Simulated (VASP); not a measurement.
Crystal: Mg2C.

```
CELL_PARAMETERS angstrom
-0.03009 2.71094 2.71094
2.71094 -0.03009 2.71094
2.68085 2.68085 0.00000
ATOMIC_POSITIONS crystal
C 0.00000 0.00000 0.00000
Mg 0.24963 0.24963 0.25037
Mg 0.75037 0.75037 0.74963
```

This cell differs from its parent crystal: shear xy strain -2.2%.

Base run:

```yaml
Program: VASP 6.6.1
Functional: r2SCAN
Potentials_or_basis: VASP PAW PBE potentials, release 64 (C, Mg)
Cutoff: 520 eV
k_mesh: 8 × 8 × 8
Occupations: gaussian, width 0.01 eV
Spin: no spin polarisation
```

Its results: band gap on the k mesh 1.05 eV, indirect (least direct gap 1.90 eV); pressure -0.3 GPa.

Task: The run is repeated on the same cell with these changes: functional from r2SCAN to PBE; occupations from gaussian, width 0.01 eV to fermi-dirac, width 0.02 eV. What comes out?

Result: Band gap on the k mesh 0.68 eV, indirect (least direct gap 1.44 eV); pressure 1.9 GPa.

Caveats: the PAW data sets were made with another functional, which shifts forces and pressure a little (some runs).

A k mesh can miss the band edges.
